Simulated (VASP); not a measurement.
# TiB5 (Pmmm) in VASP: notebook, part 2 of 2

VASP 6.6.1.

## 3. Single point, PBE

This run uses another cell than the first one, of 13.16 Å³/atom.

INCAR

```
SYSTEM = TiB5
PREC = Accurate
ENCUT = 520
EDIFF = 1E-6
ISMEAR = 0
SIGMA = 0.1
LREAL = .FALSE.
LASPH = .TRUE.
NELM = 80
ALGO = Normal
ISIF = 2
LWAVE = .FALSE.
LCHARG = .FALSE.
GGA = PE
NBANDS = 22
```

KPOINTS

```
regular mesh
0
G
  12 8 6
  0 0 0
```

POSCAR

```
TiB5
1.0
    3.0794820997      0.0000000000      0.0000000000
    0.0000000000      4.3908202721      0.0000000000
    0.0000000000      0.0000000000      5.8388454228
Ti B
1 5
Direct
    0.0000000000      0.0000000000      0.0000000000
    0.0000000000      0.1826779069      0.6458885995
    0.0000000000      0.8173220931      0.6458885995
    0.0000000000      0.8173220931      0.3541114005
    0.0000000000      0.1826779069      0.3541114005
    0.0000000000      0.5000000000      0.5000000000
```

Potentials or basis: VASP PAW PBE potentials, release 64 (Ti_sv, B).

The run is started by

```
> cat potpaw_PBE.64/Ti_sv/POTCAR potpaw_PBE.64/B/POTCAR > POTCAR
> mpirun -np 1 vasp_std > vasp.out
```

OUTCAR:

```text
SYSTEM = TiB5
   PREC = Accurate
   ENCUT = 520
   EDIFF = 1E-6
   ISMEAR = 0
   LREAL = .FALSE.
   LASPH = .TRUE.
   NELM = 80
   ISIF = 2
   GGA = PE

 ion  position               nearest neighbor table
   1  0.000  0.000  0.000-   2 2.22   3 2.22   4 2.22   5 2.22
   2  0.000  0.183  0.646-   3 1.60   6 1.63   5 1.70   1 2.22
   3  0.000  0.817  0.646-   2 1.60   6 1.63   4 1.70   1 2.22
   4  0.000  0.817  0.354-   5 1.60   6 1.63   3 1.70   1 2.22
   5  0.000  0.183  0.354-   4 1.60   6 1.63   2 1.70   1 2.22
   6  0.000  0.500  0.500-   2 1.63   3 1.63   4 1.63   5 1.63

  LATTYP: Found a simple orthorhombic cell.
 ALAT       =     3.0794820997
 B/A-ratio  =     1.4258307501
 C/A-ratio  =     1.8960478528

  Lattice vectors:

 A1 = (   3.0794820997,   0.0000000000,   0.0000000000)
 A2 = (   0.0000000000,   4.3908202721,   0.0000000000)
 A3 = (   0.0000000000,   0.0000000000,   5.8388454228)

Analysis of symmetry for initial positions (statically):
=====================================================================
 Subroutine PRICEL returns:
 Original cell was already a primitive cell.

[... 174 lines left out ...]
  free energy    TOTEN  =       -35.99744950 eV

  energy without entropy =      -35.98687025  energy(sigma->0) =      -35.99215988

 E-fermi :   3.2140     XC(G=0):  -9.5666

 val. band max:        3.1925382410   @ k =   0.1667   0.5000   0.1667
 cond. band min:       3.2198895458   @ k =   0.2500   0.2500   0.3333
 fundamental gap:      0.0273513048
 Fermi energy:         3.2139562294

 k-point     1 :       0.0000    0.0000    0.0000
  band No.  band energies     occupation
      1     -53.6224      2.00000
      2     -30.1418      2.00000
      3     -29.8534      2.00000
      4     -29.5940      2.00000
      5      -9.9224      2.00000
      6      -5.1817      2.00000
[... 589 lines left out ...]
     21       8.3708      0.00000
     22       9.4757      0.00000

 [... further k-points ...]
[... 5 lines left out ...]
  --------------------------------------------------------------------------------------
  -------------------------------------------------------------------------------------
  Total       -0.0423280     -0.0069454      0.0511520      0.0000000      0.0000000      0.0000000
  in kB       -0.8589903     -0.1409467      1.0380614      0.0000000      0.0000000      0.0000000
  external PRESSURE =       0.0127082 kB  Pullay stress =       0.0000000 kB

 VOLUME and BASIS-vectors are now :
 -----------------------------------------------------------------------------
  energy-cutoff  :      520.00
  volume of cell :       78.95
      direct lattice vectors                 reciprocal lattice vectors
     3.079482100  0.000000000  0.000000000     0.324729928  0.000000000  0.000000000
     0.000000000  4.390820272  0.000000000     0.000000000  0.227747878  0.000000000
     0.000000000  0.000000000  5.838845423     0.000000000  0.000000000  0.171266736

 POSITION                                       TOTAL-FORCE (eV/Angst)
 -----------------------------------------------------------------------------------
      0.00000      0.00000      0.00000         0.000000      0.000000      0.000000
      0.00000      0.80211      3.77124        -0.000000      0.008603      0.004928
      0.00000      3.58871      3.77124         0.000000     -0.008603      0.004928
      0.00000      3.58871      2.06760         0.000000     -0.008603     -0.004928
      0.00000      0.80211      2.06760         0.000000      0.008603     -0.004928
      0.00000      2.19541      2.91942         0.000000      0.000000      0.000000
 -----------------------------------------------------------------------------------
    total drift:                                0.000000     -0.000000     -0.000000

  FREE ENERGIE OF THE ION-ELECTRON SYSTEM (eV)
  ---------------------------------------------------
  free  energy   TOTEN  =       -35.9974495032 eV

  energy  without entropy=      -35.9868702498  energy(sigma->0) =      -35.99215988
```

stdout:

```text
POSCAR found type information on POSCAR TiB
 POSCAR found :  2 types and       6 ions
 scaLAPACK will be used
 LDA part: xc-table for (Slater+PW92), standard interpolation
 POSCAR, INCAR and KPOINTS ok, starting setup
 FFT: planning ... GRIDC
 FFT: planning ... GRID_SOFT
 FFT: planning ... GRID
 WAVECAR not read
 entering main loop
```

It took 3.3 min on 1 thread of Intel Xeon Platinum 8488C (Sapphire Rapids), shared host; peak memory 0.34 GiB.

Results:

* Free energy: -35.9974 eV
* Pressure: 0.0 GPa
* Largest force: 0.010 eV/Å
* Band gap on the k mesh: zero (an odd number of electrons rules out a gap without spin polarisation)

Forces in eV/Å, atoms in the order of the input:
```
Ti   0.000  0.000  0.000
B    0.000  0.009  0.005
B    0.000 -0.009  0.005
B    0.000 -0.009 -0.005
B    0.000  0.009 -0.005
B    0.000  0.000  0.000
```

## 4. Relaxation of cell and atoms, PBE

This run uses another cell than the first one, of 13.05 Å³/atom.

INCAR

```
SYSTEM = TiB5
PREC = Accurate
ENCUT = 600
EDIFF = 1E-6
ISMEAR = 0
SIGMA = 0.1
LREAL = .False.
LASPH = .True.
NELM = 80
ALGO = Normal
ISIF = 3
LWAVE = .False.
LCHARG = .False.
GGA = PE
IBRION = 2
NSW = 100
EDIFFG = -0.01
```

KPOINTS

```
regular mesh
0
Gamma
  12 8 6
  0 0 0
```

POSCAR

```
TiB5
1.0
    3.0476437706      0.0000000000      0.0000000000
    0.0000000000      4.3918041874      0.0000000000
    0.0000000000      0.0000000000      5.8502404442
Ti B
1 5
Direct
    0.0000000000      0.0000000000      0.0000000000
    0.0000000000      0.1830274115      0.6452467677
    0.0000000000      0.8169725885      0.6452467677
    0.0000000000      0.8169725885      0.3547532323
    0.0000000000      0.1830274115      0.3547532323
    0.0000000000      0.5000000000      0.5000000000
```

Potentials or basis: VASP PAW PBE potentials, release 64 (Ti_sv, B).

The run is started by

```
> cat potpaw_PBE.64/Ti_sv/POTCAR potpaw_PBE.64/B/POTCAR > POTCAR
> mpirun -np 1 vasp_std > vasp.out
```

OUTCAR:

```text
SYSTEM = TiB5
   PREC = Accurate
   ENCUT = 600
   EDIFF = 1E-6
   ISMEAR = 0
   LREAL = .False.
   LASPH = .True.
   NELM = 80
   ISIF = 3
   GGA = PE
   IBRION = 2
   NSW = 100
   EDIFFG = -0.01

 ion  position               nearest neighbor table
   1  0.000  0.000  0.000-   2 2.23   3 2.23   4 2.23   5 2.23
   2  0.000  0.183  0.645-   3 1.61   6 1.63   5 1.70   1 2.23
   3  0.000  0.817  0.645-   2 1.61   6 1.63   4 1.70   1 2.23
   4  0.000  0.817  0.355-   5 1.61   6 1.63   3 1.70   1 2.23
   5  0.000  0.183  0.355-   4 1.61   6 1.63   2 1.70   1 2.23
   6  0.000  0.500  0.500-   2 1.63   3 1.63   4 1.63   5 1.63

  LATTYP: Found a simple orthorhombic cell.
 ALAT       =     3.0476437706
 B/A-ratio  =     1.4410490589
 C/A-ratio  =     1.9195945736

  Lattice vectors:

 A1 = (   3.0476437706,   0.0000000000,   0.0000000000)
 A2 = (   0.0000000000,   4.3918041874,   0.0000000000)
 A3 = (   0.0000000000,   0.0000000000,   5.8502404442)

Analysis of symmetry for initial positions (statically):
=====================================================================
 Subroutine PRICEL returns:
[... 182 lines left out ...]
------------------------ aborting loop because EDIFF is reached ----------------------------------------

  FORCE on cell =-STRESS in cart. coord.  units (eV):
  Direction    XX          YY          ZZ          XY          YZ          ZX
  --------------------------------------------------------------------------------------
  -------------------------------------------------------------------------------------
  Total        0.2606709     -0.0985493     -0.0846752      0.0000000      0.0000000      0.0000000
  in kB        5.3336216     -2.0164294     -1.7325504      0.0000000      0.0000000      0.0000000
  external PRESSURE =       0.5282139 kB  Pullay stress =       0.0000000 kB
[... 307 lines left out ...]
--------------------------------------- Ionic step        9  -------------------------------------------

 number of electron      27.0000006 magnetization

 Free energy of the ion-electron system (eV)
  ---------------------------------------------------
  ext. energy  EPLUGINS =         0.00000000
  ---------------------------------------------------
  free energy    TOTEN  =       -36.00136512 eV

  energy without entropy =      -35.99065723  energy(sigma->0) =      -35.99601117

 E-fermi :   3.2218     XC(G=0):  -9.5722

 val. band max:        3.2012676007   @ k =   0.1667   0.5000   0.1667
 cond. band min:       3.2299136620   @ k =   0.2500   0.2500   0.3333
 fundamental gap:      0.0286460613
 Fermi energy:         3.2217957794

 k-point     1 :       0.0000    0.0000    0.0000
  band No.  band energies     occupation
      1     -53.6119      2.00000
      2     -30.1315      2.00000
      3     -29.8418      2.00000
      4     -29.5851      2.00000
      5      -9.9161      2.00000
      6      -5.1737      2.00000
[... 457 lines left out ...]
      4     -29.5793      2.00000
      5      -9.0691      2.00000
      6      -7.3998      2.00000
[... 9 lines left out ...]
     16       3.8622      0.00000
     17       4.8368      0.00000

 [... further k-points ...]
[... 5 lines left out ...]
  --------------------------------------------------------------------------------------
  -------------------------------------------------------------------------------------
  Total       -0.0078348      0.0020357      0.0066970     -0.0000000      0.0000000      0.0000000
  in kB       -0.1591747      0.0413574      0.1360589     -0.0000000      0.0000000      0.0000000
  external PRESSURE =       0.0060806 kB  Pullay stress =       0.0000000 kB
[... 21 lines left out ...]
  FREE ENERGIE OF THE ION-ELECTRON SYSTEM (eV)
  ---------------------------------------------------
  free  energy   TOTEN  =       -36.0013651176 eV

  energy  without entropy=      -35.9906572319  energy(sigma->0) =      -35.99601117

 reached required accuracy - stopping structural energy minimisation
```

It took 12 min on 1 thread of Intel Xeon Platinum 8488C (Sapphire Rapids), shared host; peak memory 0.37 GiB.

What came out:

```
Free energy                           : -36.0014 eV
Relaxed volume                        : 13.14 Å³/atom
Relaxed cell                          : a = 3.076 Å, b = 4.390 Å, c = 5.840 Å, α = 90.00°, β = 90.00°, γ = 90.00°
Space group after relaxing (to 0.1 Å) : Pmmm (No. 47)
Energy gained by relaxing             : 0.4 meV/atom
Ionic steps                           : 9
Pressure after relaxing               : 0.0 GPa
Band gap on the k mesh                : zero (an odd number of electrons rules out a gap without spin polarisation)
```

The path:
| step | energy change (eV) | largest force (eV/Å) | pressure (GPa) | volume (Å³) |
| --- | --- | --- | --- | --- |
| 1 | 0.0000 | 0.1423 | 0.05 | 78.30 |
| 2 | -0.0004 | 0.1744 | 0.10 | 78.35 |
| 3 | -0.0013 | 0.0490 | 0.08 | 78.33 |
| 4 | -0.0019 | 0.0332 | 0.10 | 78.41 |
| 5 | -0.0019 | 0.0292 | 0.11 | 78.41 |
| 6 | -0.0022 | 0.0117 | 0.14 | 78.52 |
| 7 | -0.0023 | 0.0152 | 0.20 | 78.69 |
| 8 | -0.0024 | 0.0091 | -0.13 | 78.99 |
| 9 | -0.0024 | 0.0018 | 0.00 | 78.86 |

Final structure:
```yaml
crystal:
  lattice:
    - [3.07579, 0.00000, 0.00000]
    - [0.00000, 4.39026, 0.00000]
    - [0.00000, 0.00000, 5.84003]
  atoms:
    - { symbol: Ti, position: [0.00000, 0.00000, 0.00000] }
    - { symbol: B, position: [0.00000, 0.18273, 0.64590] }
    - { symbol: B, position: [0.00000, 0.81727, 0.64590] }
    - { symbol: B, position: [0.00000, 0.81727, 0.35410] }
    - { symbol: B, position: [0.00000, 0.18273, 0.35410] }
    - { symbol: B, position: [0.00000, 0.50000, 0.50000] }
```

## 5. Overview

```csv
task,cell,k mesh,cutoff (eV),gap on the mesh (eV),pressure (GPa),relaxed volume (Å³/atom),largest force (eV/Å)
relaxation of cell and atoms,"relaxed from a = 3.158, b = 3.650, c = 3.809 Å, 6 atoms, atomic positions A",6 × 6 × 4,600,none,0.0,12.79,0.02
single point,"a = 3.079, b = 4.391, c = 5.839 Å, 6 atoms, atomic positions B",12 × 8 × 6,520,none,0.0,-,0.01
relaxation of cell and atoms,"relaxed from a = 3.048, b = 4.392, c = 5.850 Å, 6 atoms, atomic positions C",12 × 8 × 6,600,none,0.0,13.14,-
```

Alike in all rows: level PBE; potentials or basis VASP PAW PBE potentials, release 64 (Ti_sv, B); no spin polarisation; smearing gaussian 0.1 eV.

Caveats: some runs use coarse meshes; the volume moved by over 15 % at a fixed basis, so the end points are rough (at least some runs).

Absolute energies hang on the potentials; compare differences alone.

The gap in the log of VASP goes by the Fermi energy; the results here count the filled bands.